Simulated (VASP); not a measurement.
# MgO (Fm-3m) in VASP: single point with RPBE

Aim: the single point of MgO with RPBE.

Everything below comes from runs of VASP 6.6.1. Logs are shortened: lines on timing, memory, paths and dates and some standing lists are left out, and cuts for length are marked.

### 1 The cell of the first run

It takes space group Fm-3m (No. 225, cubic). Conventional cell: a = 4.217 Å, b = 4.217 Å, c = 4.217 Å, α = 90.00°, β = 90.00°, γ = 90.00°. Within 2.8 Å of Mg (site symmetry m-3m) lie 6 O at 2.11 Å. Within 2.8 Å of O (site symmetry m-3m) lie 6 Mg at 2.11 Å.

### 2 Single point, RPBE

Contents of INCAR:

```
SYSTEM = MgO
PREC = Accurate ; ENCUT = 840
EDIFF = 1E-6 ; ISMEAR = 0
SIGMA = 0.01 ; LREAL = .False.
LASPH = .True. ; NELM = 120
ALGO = Normal ; ISIF = 2
LWAVE = .False. ; LCHARG = .False.
GGA = RP ; NBANDS = 15
GGA_COMPAT = .False.
```

Contents of KPOINTS:

```
Automatic mesh
0
Gamma
  8 8 8
  0 0 0
```

Contents of POSCAR:

```
MgO
1.0
    2.9818690000      0.0000000000      0.0000000000
    1.4909345000      2.5823743048      0.0000000000
    1.4909345000      0.8607914349      2.4346858433
Mg O
1 1
Direct
    0.0000000000      0.0000000000      0.0000000000
    0.5000000000      0.5000000000      0.5000000000
```

Potentials or basis: VASP PAW PBE potentials, release 64 (Mg_sv, O).

On the command line:

```console
> cat potpaw_PBE.64/Mg_sv/POTCAR potpaw_PBE.64/O/POTCAR > POTCAR
> mpirun -np 1 vasp_std > vasp.out
```

OUTCAR:

```text
SYSTEM = MgO
   PREC = Accurate
   ENCUT = 840
   EDIFF = 1E-6
   ISMEAR = 0
   LREAL = .False.
   LASPH = .True.
   NELM = 120
   ISIF = 2
   GGA = RP

 ion  position               nearest neighbor table
   1  0.000  0.000  0.000-   2 2.11   2 2.11   2 2.11   2 2.11   2 2.11   2 2.11
   2  0.500  0.500  0.500-   1 2.11   1 2.11   1 2.11   1 2.11   1 2.11   1 2.11

  LATTYP: Found a face centered cubic cell.
 ALAT       =     4.2169995811

  Lattice vectors:

 A1 = (   2.9818690000,   0.0000000000,   0.0000000000)
 A2 = (   1.4909345000,   2.5823743048,   0.0000000000)
 A3 = (   1.4909345000,   0.8607914349,   2.4346858433)

Analysis of symmetry for initial positions (statically):
=====================================================================
 Subroutine PRICEL returns:
 Original cell was already a primitive cell.

 Routine SETGRP: Setting up the symmetry group for a
 face centered cubic supercell.

 Subroutine GETGRP returns: Found 48 space group operations
 (whereof 48 operations were pure point group operations)
 out of a pool of 48 trial point group operations.

The static configuration has the point symmetry O_h .

Analysis of symmetry for dynamics (positions and initial velocities):
=====================================================================
 Subroutine PRICEL returns:
 Original cell was already a primitive cell.

 Routine SETGRP: Setting up the symmetry group for a
 face centered cubic supercell.

 Subroutine GETGRP returns: Found 48 space group operations
 (whereof 48 operations were pure point group operations)
 out of a pool of 48 trial point group operations.

The dynamic configuration has the point symmetry O_h .

 Subroutine INISYM returns: Found 48 space group operations
 (whereof 48 operations are pure point group operations),
 and found     1 'primitive' translations

----------------------------------------------------------------------------------------

                                     Primitive cell

  volume of cell :      18.7478

  direct lattice vectors                    reciprocal lattice vectors
     2.981869000  0.000000000  0.000000000     0.335360138 -0.193620266 -0.136910203
     1.490934500  2.582374305  0.000000000     0.000000000  0.387240532 -0.136910203
     1.490934500  0.860791435  2.434685843     0.000000000  0.000000000  0.410730609

  length of vectors
     2.981869000  2.981869000  2.981869000     0.410730609  0.410730609  0.410730609

  position of ions in fractional coordinates (direct lattice)
[... 83 lines left out ...]
   IBRION =     -1    ionic relax: 0-MD 1-quasi-New 2-CG
   NFREE  =      0    steps in history (QN), initial steepest desc. (CG)
   ISIF   =      2    stress and relaxation
   ISYM   =      2    0-nonsym 1-usesym 2-fastsym
   POTIM  = 0.5000    time-step for ionic-motion
   TEBEG  =    0.0;   TEEND  =   0.0 temperature during run
   PSTRESS=    0.0 pullay stress
   NELECT =      16.0000    total number of electrons
   NUPDOWN=      -1.0000    fix difference up-down
   EMIN   =  10.00;   EMAX   =-10.00  energy-range for DOS
   EFERMI =   0.00;   METHOD = LEGACY
   ISMEAR =     0;   SIGMA  =   0.01  broadening in eV -4-tet -1-fermi 0-gaus
   EFERMI_NEDOS =   21; number of points for ismear=-14 and -15
   IALGO  =     38    algorithm
   IMIX   =      4    mixing-type and parameters
     AMIX     =   0.40;   BMIX     =  1.00
     AMIX_MAG =   1.60;   BMIX_MAG =  1.00
  volume/ion in A,a.u.               =       9.37        63.26
  Fermi-wavevector in a.u.,A,eV,Ry     =   1.552856  2.934473 32.808581  2.411363
  Thomas-Fermi vector in A             =   2.657171
   LORBIT       =      0    0 simple, 1 ext, 2 COOP (PROOUT), +10 PAW based schemes
   GGA     = RP    functional components
   LHFCALC =     F    Hartree Fock is set to
   AEXX    =    0.0000 exact exchange contribution
   IVDW    =     0    specifies the selected vdW correction
   LEPSILON=     F    determine dielectric tensor
   LRPA    =     F    only Hartree local field effects (RPA)
 non-spin polarized calculation
 Gauss-broadening in eV      SIGMA  =   0.01
  energy-cutoff  :      840.00
  volume of cell :       18.75
 maximum number of plane-waves:      1056
   NGX = 15   NGY = 15   NGZ = 15

 number of electron      15.9999995 magnetization

 Free energy of the ion-electron system (eV)
  ---------------------------------------------------
  ext. energy  EPLUGINS =         0.00000000
  ---------------------------------------------------
  free energy    TOTEN  =       -11.18792902 eV

  energy without entropy =      -11.18792902  energy(sigma->0) =      -11.18792902

 E-fermi :   3.3542     XC(G=0): -11.1128

 val. band max:        3.0496924753   @ k =   0.0000   0.0000   0.0000
 cond. band min:       7.8637247151   @ k =   0.0000   0.0000   0.0000
 fundamental gap:      4.8140322398
 Fermi energy:         3.3542294456

 k-point     1 :       0.0000    0.0000    0.0000
  band No.  band energies     occupation
      1     -69.4476      2.00000
      2     -35.9845      2.00000
      3     -35.9845      2.00000
      4     -35.9845      2.00000
      5     -14.2571      2.00000
      6       3.0497      2.00000
      7       3.0497      2.00000
      8       3.0497      2.00000
      9       7.8637      0.00000
     10      18.9669      0.00000
     11      18.9669      0.00000
     12      18.9669      0.00000
     13      22.8191      0.00000
     14      24.6552      0.00000
[... 401 lines left out ...]
      2     -36.0551      2.00000
      3     -36.0136      2.00000
      4     -36.0001      2.00000
      5     -12.8429      2.00000
      6      -0.8876      2.00000
      7       1.1484      2.00000
      8       2.0766      2.00000
      9      12.8105      0.00000
     10      15.3508      0.00000
     11      16.7245      0.00000
     12      20.1065      0.00000
     13      23.6955      0.00000
     14      25.2869      0.00000
     15      29.4100      0.00000

 [... further k-points ...]
[... 5 lines left out ...]
  --------------------------------------------------------------------------------------
  -------------------------------------------------------------------------------------
  Total        1.0525194      1.0525194      1.0525194      0.0000000     -0.0000000     -0.0000000
  in kB       89.9476903     89.9476903     89.9476903      0.0000000     -0.0000000     -0.0000000
  external PRESSURE =      89.9476903 kB  Pullay stress =       0.0000000 kB

 VOLUME and BASIS-vectors are now :
 -----------------------------------------------------------------------------
  energy-cutoff  :      840.00
  volume of cell :       18.75
      direct lattice vectors                 reciprocal lattice vectors
     2.981869000  0.000000000  0.000000000     0.335360138 -0.193620266 -0.136910203
     1.490934500  2.582374305  0.000000000     0.000000000  0.387240532 -0.136910203
     1.490934500  0.860791435  2.434685843     0.000000000  0.000000000  0.410730609

 POSITION                                       TOTAL-FORCE (eV/Angst)
 -----------------------------------------------------------------------------------
      0.00000      0.00000      0.00000        -0.000000      0.000000      0.000000
      2.98187      1.72158      1.21734         0.000000     -0.000000      0.000000
 -----------------------------------------------------------------------------------
    total drift:                                0.000000      0.000000      0.000000

  FREE ENERGIE OF THE ION-ELECTRON SYSTEM (eV)
  ---------------------------------------------------
  free  energy   TOTEN  =       -11.1879290174 eV

  energy  without entropy=      -11.1879290174  energy(sigma->0) =      -11.18792902
```

OSZICAR:

```text
N       E                     dE             d eps       ncg     rms          rms(c)
DAV:   1     0.162518212256E+03    0.16252E+03   -0.13476E+04   870   0.177E+03
DAV:   2    -0.694194973395E+01   -0.16946E+03   -0.16077E+03  1024   0.448E+02
DAV:   3    -0.126793663620E+02   -0.57374E+01   -0.57030E+01  1171   0.777E+01
DAV:   4    -0.127724960876E+02   -0.93130E-01   -0.93118E-01   982   0.963E+00
DAV:   5    -0.127741935098E+02   -0.16974E-02   -0.16974E-02  1158   0.108E+00    0.860E+00
DAV:   6    -0.111917938927E+02    0.15824E+01   -0.25744E+00   926   0.145E+01    0.285E+00
DAV:   7    -0.111898868997E+02    0.19070E-02   -0.14417E-01  1080   0.362E+00    0.175E+00
DAV:   8    -0.111889007499E+02    0.98615E-03   -0.43401E-02  1031   0.249E+00    0.353E-01
DAV:   9    -0.111875912079E+02    0.13095E-02   -0.36763E-03  1031   0.583E-01    0.108E-01
DAV:  10    -0.111879412002E+02   -0.34999E-03   -0.49869E-04  1031   0.204E-01    0.542E-02
DAV:  11    -0.111879281057E+02    0.13095E-04   -0.37310E-05  1101   0.609E-02    0.587E-03
DAV:  12    -0.111879290174E+02   -0.91173E-06   -0.19343E-06  1003   0.129E-02
   1 F= -.11187929E+02 E0= -.11187929E+02  d E =0.000000E+00
```

stdout:

```text
POSCAR found type information on POSCAR MgO
 POSCAR found :  2 types and       2 ions
 scaLAPACK will be used
 -----------------------------------------------------------------------------
|                                                                             |
|                                                                             |
|     You enforced a specific xc type in the INCAR file but a different       |
|     I HOPE YOU KNOW WHAT YOU ARE DOING!                                     |
|                                                                             |
 -----------------------------------------------------------------------------

 LDA part: xc-table for (Slater+PW92), standard interpolation
 POSCAR, INCAR and KPOINTS ok, starting setup
 FFT: planning ... GRIDC
 FFT: planning ... GRID_SOFT
 FFT: planning ... GRID
 WAVECAR not read
 entering main loop
```

It took 11 s on 1 thread of AMD EPYC 7R13 (Zen 3), shared host; peak memory 0.13 GiB.

What came out:

| Quantity | Value |
| --- | --- |
| Free energy | -11.1879 eV |
| Pressure | 9.0 GPa |
| Band gap on the k mesh | 4.81 eV |

Levels at points of the mesh, in eV from the valence-band top:
| k point | band 4 | band 5 | band 6 | band 7 | band 8 | band 9 | band 10 | band 11 | band 12 | band 13 |
| --- | --- | --- | --- | --- | --- | --- | --- | --- | --- | --- |
| (0.00, 0.00, 0.00) | -39.03 | -17.31 | 0.00 | 0.00 | 0.00 | 4.81 | 15.92 | 15.92 | 15.92 | 19.77 |
| (0.50, 0.00, 0.00) | -39.04 | -16.03 | -4.55 | -0.65 | -0.65 | 7.99 | 12.72 | 16.47 | 16.47 | 21.13 |
| (0.50, 0.50, 0.00) | -39.06 | -15.81 | -4.01 | -1.33 | -1.33 | 9.23 | 10.16 | 13.19 | 19.14 | 19.14 |

Caveat: the cell stands under pressure; the PAW data sets were made with another functional, which shifts forces and pressure a little. Expect the measured gap to be larger: semilocal functionals such as RPBE lack the derivative discontinuity.
